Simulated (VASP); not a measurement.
# YbRe (Pm-3m) in VASP: further runs

Runs on YbRe. Level: r2SCAN. Tasks: single point.

Everything below comes from runs of VASP 6.6.1. Logs are shortened: lines on timing, memory, paths and dates and some standing lists are left out, and cuts for length are marked.

## (1) The cell of the first run

Symmetry: Pm-3m, No. 221, cubic system. The conventional cell has a = 3.350 Å, b = 3.350 Å, c = 3.350 Å, α = 90.00°, β = 90.00°, γ = 90.00°. Yb (site symmetry m-3m) has 8 Re at 2.90 Å and 6 Yb at 3.35 Å within 3.8 Å. Re (site symmetry m-3m) has 8 Yb at 2.90 Å and 6 Re at 3.35 Å within 3.8 Å.

## (2) Single point, r2SCAN

POSCAR

```
YbRe
1.0
    3.3498716754      0.0000000000      0.0000000000
    0.0000000000      3.3498716754      0.0000000000
    0.0000000000      0.0000000000      3.3498716754
Yb Re
1 1
Direct
    0.0000000000      0.0000000000      0.0000000000
    0.5000000000      0.5000000000      0.5000000000
```

INCAR.step1

```
  ALGO = Normal
  EDIFF = 1E-4
  ENCUT = 520
  GGA = PE
  ISMEAR = 0
  LASPH = True
  LCHARG = False
  LREAL = False
  LWAVE = True
  NBANDS = 22
  NELM = 80
  PREC = Accurate
  SIGMA = 0.05
```

INCAR.step2

```
  ALGO = Normal
  EDIFF = 1E-7
  ENCUT = 520
  ISIF = 2
  ISMEAR = 0
  ISTART = 1
  LASPH = True
  LCHARG = False
  LMIXTAU = True
  LREAL = False
  LWAVE = False
  METAGGA = R2SCAN
  NBANDS = 22
  NELM = 80
  PREC = Accurate
  SIGMA = 0.05
```

KPOINTS

```
k-points
0
Gamma
  10 10 10
```

Potentials or basis: VASP PAW PBE potentials, release 64 (Yb, Re).

Started as:

```
cat potpaw_PBE.64/Yb/POTCAR potpaw_PBE.64/Re/POTCAR > POTCAR
cp INCAR.step1 INCAR
mpirun -np 1 vasp_std > vasp.out
cp INCAR.step2 INCAR
mpirun -np 1 vasp_std > vasp.out
```

OUTCAR:

```text
EDIFF = 1E-7
   ENCUT = 520
   ISIF = 2
   ISMEAR = 0
   ISTART = 1
   LASPH = True
   LREAL = False
   METAGGA = R2SCAN
   NELM = 80
   PREC = Accurate

 ion  position               nearest neighbor table
   1  0.000  0.000  0.000-   2 2.90   2 2.90   2 2.90   2 2.90   2 2.90   2 2.90   2 2.90   2 2.90

   2  0.500  0.500  0.500-   1 2.90   1 2.90   1 2.90   1 2.90   1 2.90   1 2.90   1 2.90   1 2.90

  LATTYP: Found a simple cubic cell.
 ALAT       =     3.3498716754

  Lattice vectors:

 A1 = (   3.3498716754,   0.0000000000,   0.0000000000)
 A2 = (   0.0000000000,   3.3498716754,   0.0000000000)
 A3 = (   0.0000000000,   0.0000000000,   3.3498716754)

Analysis of symmetry for initial positions (statically):
=====================================================================
 Subroutine PRICEL returns:
 Original cell was already a primitive cell.

 Routine SETGRP: Setting up the symmetry group for a
 simple cubic supercell.

 Subroutine GETGRP returns: Found 48 space group operations
 (whereof 48 operations were pure point group operations)
 out of a pool of 48 trial point group operations.

The static configuration has the point symmetry O_h .

Analysis of symmetry for dynamics (positions and initial velocities):
=====================================================================
 Subroutine PRICEL returns:
 Original cell was already a primitive cell.

 Routine SETGRP: Setting up the symmetry group for a
 simple cubic supercell.

 Subroutine GETGRP returns: Found 48 space group operations
 (whereof 48 operations were pure point group operations)
 out of a pool of 48 trial point group operations.

The dynamic configuration has the point symmetry O_h .

 Subroutine INISYM returns: Found 48 space group operations
 (whereof 48 operations are pure point group operations),
 and found     1 'primitive' translations

----------------------------------------------------------------------------------------

                                     Primitive cell

  volume of cell :      37.5911

  direct lattice vectors                    reciprocal lattice vectors
     3.349871675  0.000000000  0.000000000     0.298518898  0.000000000  0.000000000
     0.000000000  3.349871675  0.000000000     0.000000000  0.298518898  0.000000000
     0.000000000  0.000000000  3.349871675     0.000000000  0.000000000  0.298518898
[... 79 lines left out ...]
   LNONCOLLINEAR =      F non collinear calculations
   LSORBIT =      F    spin-orbit coupling
   LASPH  =      T    aspherical Exc in radial PAW
   ENCUT  =  520.0 eV  38.22 Ry    6.18 a.u.   6.23  6.23  6.23*2*pi/ulx,y,z
   NELM   =     80;   NELMIN=  2; NELMDL=  0     # of ELM steps
   EDIFF  = 0.1E-06   stopping-criterion for ELM
   LREAL  =      F    real-space projection
   EDIFFG = 0.1E-05   stopping-criterion for IOM
   NSW    =      0    number of steps for IOM
   IBRION =     -1    ionic relax: 0-MD 1-quasi-New 2-CG
   NFREE  =      0    steps in history (QN), initial steepest desc. (CG)
   ISIF   =      2    stress and relaxation
   ISYM   =      2    0-nonsym 1-usesym 2-fastsym
   POTIM  = 0.5000    time-step for ionic-motion
   TEBEG  =    0.0;   TEEND  =   0.0 temperature during run
   PSTRESS=    0.0 pullay stress
   NELECT =      31.0000    total number of electrons
   NUPDOWN=      -1.0000    fix difference up-down
   EMIN   =  10.00;   EMAX   =-10.00  energy-range for DOS
   EFERMI =   0.00;   METHOD = LEGACY
   ISMEAR =     0;   SIGMA  =   0.05  broadening in eV -4-tet -1-fermi 0-gaus
   EFERMI_NEDOS =   21; number of points for ismear=-14 and -15
   IALGO  =     38    algorithm
   IMIX   =      4    mixing-type and parameters
     AMIX     =   0.40;   BMIX     =  1.00
     AMIX_MAG =   1.60;   BMIX_MAG =  1.00
  volume/ion in A,a.u.               =      18.80       126.84
  Fermi-wavevector in a.u.,A,eV,Ry     =   1.535208  2.901122 32.067076  2.356864
  Thomas-Fermi vector in A             =   2.642029
   LORBIT       =      0    0 simple, 1 ext, 2 COOP (PROOUT), +10 PAW based schemes
   METAGGA = R2SCAN    functional components
   LHFCALC =     F    Hartree Fock is set to
   AEXX    =    0.0000 exact exchange contribution
   IVDW    =     0    specifies the selected vdW correction
   LEPSILON=     F    determine dielectric tensor
   LRPA    =     F    only Hartree local field effects (RPA)
 non-spin polarized calculation
 Gauss-broadening in eV      SIGMA  =   0.05
  energy-cutoff  :      520.00
  volume of cell :       37.59
 maximum number of plane-waves:      1064
 NGX is ok and might be reduce to    28
   NGX = 13   NGY = 13   NGZ = 13

 number of electron      31.0000009 magnetization

 Free energy of the ion-electron system (eV)
  ---------------------------------------------------
  ext. energy  EPLUGINS =         0.00000000
  ---------------------------------------------------
  free energy    TOTEN  =       -86.49470677 eV

  energy without entropy =      -86.48754508  energy(sigma->0) =      -86.49112592

 E-fermi :   4.1155     XC(G=0): -13.5667

 val. band max:        4.1085305757   @ k =   0.5000   0.5000   0.5000
 cond. band min:       4.1211914969   @ k =   0.3000   0.1000   0.1000
 fundamental gap:      0.0126609213
 Fermi energy:         4.1155218356

 k-point     1 :       0.0000    0.0000    0.0000
  band No.  band energies     occupation
      1     -48.4418      2.00000
      2     -19.8233      2.00000
      3     -19.8233      2.00000
      4     -19.8233      2.00000
      5      -3.1183      2.00000
      6       0.5972      2.00000
[... 589 lines left out ...]
     21       9.5155      0.00000
     22      12.1177      0.00000

 [... further k-points ...]

------------------------ aborting loop because EDIFF is reached ----------------------------------------

  FORCE on cell =-STRESS in cart. coord.  units (eV):
  Direction    XX          YY          ZZ          XY          YZ          ZX
  --------------------------------------------------------------------------------------
  -------------------------------------------------------------------------------------
  Total        0.0941049      0.0941049      0.0941049      0.0000000     -0.0000000      0.0000000
  in kB        4.0108680      4.0108680      4.0108680      0.0000000     -0.0000000      0.0000000
  external PRESSURE =       4.0108680 kB  Pullay stress =       0.0000000 kB

 VOLUME and BASIS-vectors are now :
 -----------------------------------------------------------------------------
  energy-cutoff  :      520.00
  volume of cell :       37.59
      direct lattice vectors                 reciprocal lattice vectors
     3.349871675  0.000000000  0.000000000     0.298518898  0.000000000  0.000000000
     0.000000000  3.349871675  0.000000000     0.000000000  0.298518898  0.000000000
     0.000000000  0.000000000  3.349871675     0.000000000  0.000000000  0.298518898

 POSITION                                       TOTAL-FORCE (eV/Angst)
 -----------------------------------------------------------------------------------
      0.00000      0.00000      0.00000         0.000000      0.000000      0.000000
      1.67494      1.67494      1.67494         0.000000      0.000000      0.000000
 -----------------------------------------------------------------------------------
    total drift:                               -0.000000      0.000000     -0.000000

  FREE ENERGIE OF THE ION-ELECTRON SYSTEM (eV)
  ---------------------------------------------------
  free  energy   TOTEN  =       -86.4947067664 eV

  energy  without entropy=      -86.4875450833  energy(sigma->0) =      -86.49112592
```

Run time: 3.4 min. Hardware: 1 thread of AMD EPYC 9R45 (Zen 5), shared host; peak memory 0.19 GiB.

Results:

```
Free energy            : -86.4947 eV
Pressure               : 0.4 GPa
Band gap on the k mesh : zero (an odd number of electrons rules out a gap without spin polarisation)
```

Caveat: the PAW data sets were made with another functional, which shifts forces and pressure a little; spin-orbit coupling is left out, which moves the levels of the heavy elements. Spin polarisation is off, so any magnetic state and its effect on volume and gap are missing.

## (3) Single point, r2SCAN

POSCAR is that of step 2.

INCAR.step1

```
SYSTEM = YbRe
PREC = Accurate ; ENCUT = 520
ISMEAR = 0 ; SIGMA = 0.05
LREAL = .FALSE. ; LASPH = .TRUE.
NELM = 80 ; NBANDS = 22
GGA = PE ; ALGO = Normal
EDIFF = 1E-4 ; LWAVE = .TRUE.
LCHARG = .FALSE.
```

INCAR.step2

```
SYSTEM = YbRe
PREC = Accurate ; ENCUT = 520
EDIFF = 1E-6 ; ISMEAR = 0
SIGMA = 0.05 ; LREAL = .FALSE.
LASPH = .TRUE. ; NELM = 80
ALGO = Normal ; ISIF = 2
LWAVE = .FALSE. ; LCHARG = .TRUE.
METAGGA = R2SCAN ; LMIXTAU = .TRUE.
LELF = .TRUE. ; LVHAR = .TRUE.
NBANDS = 22 ; ISTART = 1
```

KPOINTS

```
Automatic mesh
0
Gamma
  10 10 10
  0.5 0.5 0.5
```

Potentials or basis: VASP PAW PBE potentials, release 64 (Yb, Re).

Started as:

```
cat potpaw_PBE.64/Yb/POTCAR potpaw_PBE.64/Re/POTCAR > POTCAR
cp INCAR.step1 INCAR
mpirun -np 1 vasp_std > vasp.out
cp INCAR.step2 INCAR
mpirun -np 1 vasp_std > vasp.out
```

OUTCAR:

```text
SYSTEM = YbRe
   PREC = Accurate
   ENCUT = 520
   EDIFF = 1E-6
   ISMEAR = 0
   LREAL = .FALSE.
   LASPH = .TRUE.
   NELM = 80
   ISIF = 2
   METAGGA = R2SCAN
   ISTART = 1

 ion  position               nearest neighbor table
   1  0.000  0.000  0.000-   2 2.90   2 2.90   2 2.90   2 2.90   2 2.90   2 2.90   2 2.90   2 2.90

   2  0.500  0.500  0.500-   1 2.90   1 2.90   1 2.90   1 2.90   1 2.90   1 2.90   1 2.90   1 2.90

  LATTYP: Found a simple cubic cell.
 ALAT       =     3.3498716754

  Lattice vectors:

 A1 = (   3.3498716754,   0.0000000000,   0.0000000000)
 A2 = (   0.0000000000,   3.3498716754,   0.0000000000)
 A3 = (   0.0000000000,   0.0000000000,   3.3498716754)

Analysis of symmetry for initial positions (statically):
=====================================================================
 Subroutine PRICEL returns:
 Original cell was already a primitive cell.

 Routine SETGRP: Setting up the symmetry group for a
 simple cubic supercell.

 Subroutine GETGRP returns: Found 48 space group operations
 (whereof 48 operations were pure point group operations)
 out of a pool of 48 trial point group operations.

The static configuration has the point symmetry O_h .
[... 158 lines left out ...]
  free energy    TOTEN  =       -86.50209761 eV

  energy without entropy =      -86.49714486  energy(sigma->0) =      -86.49962123

 E-fermi :   4.1100     XC(G=0): -13.5685

 val. band max:        4.0997119516   @ k =   0.2500   0.2500   0.1500
 cond. band min:       4.1181749979   @ k =   0.3500   0.3500   0.0500
 fundamental gap:      0.0184630463
 Fermi energy:         4.1099976180

 k-point     1 :       0.0500    0.0500    0.0500
  band No.  band energies     occupation
      1     -48.4477      2.00000
      2     -19.8472      2.00000
      3     -19.8388      2.00000
      4     -19.8388      2.00000
      5      -2.9448      2.00000
      6       0.6868      2.00000
[... 589 lines left out ...]
     21      12.7986      0.00000
     22      12.8838      0.00000

 [... further k-points ...]

------------------------ aborting loop because EDIFF is reached ----------------------------------------

  FORCE on cell =-STRESS in cart. coord.  units (eV):
  Direction    XX          YY          ZZ          XY          YZ          ZX
  --------------------------------------------------------------------------------------
  -------------------------------------------------------------------------------------
  Total       -0.0051332     -0.0051332     -0.0051332     -0.0000000     -0.0000000      0.0000000
  in kB       -0.2187855     -0.2187855     -0.2187855     -0.0000000     -0.0000000      0.0000000
  external PRESSURE =      -0.2187855 kB  Pullay stress =       0.0000000 kB

 VOLUME and BASIS-vectors are now :
 -----------------------------------------------------------------------------
  energy-cutoff  :      520.00
  volume of cell :       37.59
      direct lattice vectors                 reciprocal lattice vectors
     3.349871675  0.000000000  0.000000000     0.298518898  0.000000000  0.000000000
     0.000000000  3.349871675  0.000000000     0.000000000  0.298518898  0.000000000
     0.000000000  0.000000000  3.349871675     0.000000000  0.000000000  0.298518898

 POSITION                                       TOTAL-FORCE (eV/Angst)
 -----------------------------------------------------------------------------------
      0.00000      0.00000      0.00000         0.000000      0.000000      0.000000
      1.67494      1.67494      1.67494         0.000000      0.000000      0.000000
 -----------------------------------------------------------------------------------
    total drift:                               -0.000000      0.000000     -0.000000

  FREE ENERGIE OF THE ION-ELECTRON SYSTEM (eV)
  ---------------------------------------------------
  free  energy   TOTEN  =       -86.5020976083 eV

  energy  without entropy=      -86.4971448554  energy(sigma->0) =      -86.49962123
```

OSZICAR.step1:

```text
N       E                     dE             d eps       ncg     rms          rms(c)
DAV:   1     0.170800269757E+03    0.17080E+03   -0.11034E+04  2374   0.937E+03
[... 20 lines left out ...]
DAV:  22    -0.144295154570E+02    0.26818E-01   -0.38477E-02  2964   0.331E+00    0.228E+01
DAV:  23    -0.144176609245E+02    0.11855E-01   -0.17514E-02  2480   0.594E+00    0.110E+01
DAV:  24    -0.144148962896E+02    0.27646E-02   -0.64754E-03  2940   0.265E+00    0.412E+00
DAV:  25    -0.144150922730E+02   -0.19598E-03   -0.73562E-03  2210   0.430E+00    0.141E+00
DAV:  26    -0.144161750472E+02   -0.10828E-02   -0.23877E-03  2824   0.158E+00    0.808E-01
DAV:  27    -0.144145987222E+02    0.15763E-02   -0.22215E-03  1878   0.240E+00    0.519E-01
DAV:  28    -0.144145989025E+02   -0.18031E-06   -0.41803E-04  2074   0.269E-01
   1 F= -.14414599E+02 E0= -.14412237E+02  d E =-.472411E-02
```

Run time: 2.6 min. Hardware: 1 thread of AMD EPYC 9R45 (Zen 5), shared host; peak memory 0.17 GiB.

Results:

| Property | Result |
| --- | --- |
| Free energy | -86.5021 eV |
| Pressure | 0.0 GPa |
| Band gap on the k mesh | zero (an odd number of electrons rules out a gap without spin polarisation) |

Levels at points of the mesh, in eV from the Fermi level:
```tsv
k point	band 13	band 14	band 15	band 16	band 17	band 18
(0.05, 0.05, 0.05)	-0.70	-0.69	0.16	0.16	0.34	5.26
```

Caveat: the PAW data sets were made with another functional, which shifts forces and pressure a little; spin-orbit coupling is left out, which moves the levels of the heavy elements. Spin polarisation is off, so any magnetic state and its effect on volume and gap are missing.
